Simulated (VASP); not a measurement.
**LiF: single point with PBE**

LiF:

```
CELL_PARAMETERS angstrom
3.06194 0.00000 0.00000
-1.53097 2.65172 0.00000
0.00000 0.00000 5.10885
ATOMIC_POSITIONS crystal
Li 0.33333 0.66667 0.40147
Li 0.66667 0.33333 0.90147
F 0.33333 0.66667 0.99393
F 0.66667 0.33333 0.49393
```

This cell differs from its parent crystal: atoms shifted along a free coordinate, c/a of the conventional cell at fixed volume 1.6685.

```yaml
Program: VASP 6.6.1
Task: single point
Functional: PBE
Potentials_or_basis: VASP PAW PBE potentials, release 64 (Li_sv, F)
Cutoff: 520 eV
k_mesh: 9 × 9 × 6
Occupations: gaussian, width 0.05 eV
Spin: no spin polarisation
Dipole_correction: no
Further_INCAR_settings: ALGO = Normal; EDIFF = 1e-07; NBANDS = 18
```

The largest force is 0.300 eV/Å. The band gap on the k mesh is 7.54 eV.

Forces in eV/Å, atoms in the order of the input:
```
Li   0.000  0.000 -0.300
Li   0.000  0.000 -0.300
F    0.000  0.000  0.300
F    0.000  0.000  0.300
```

Levels at points of the mesh, in eV from the valence-band top:
| k point | band 7 | band 8 | band 9 | band 10 | band 11 | band 12 | band 13 | band 14 |
| --- | --- | --- | --- | --- | --- | --- | --- | --- |
| (0.00, 0.00, 0.00) | -0.41 | -0.20 | -0.20 | 0.00 | 7.54 | 11.47 | 14.64 | 18.72 |
| (0.00, 0.00, 0.50) | -0.30 | -0.30 | -0.30 | -0.30 | 9.18 | 9.18 | 16.73 | 16.73 |

It took 20 s on 1 thread of Intel(R) Xeon(R) Platinum 8488C (Sapphire Rapids) (shared host), peak memory 0.16 GiB.

Caveat: an odd mesh through Γ misses points on the zone boundary, where band edges can lie.
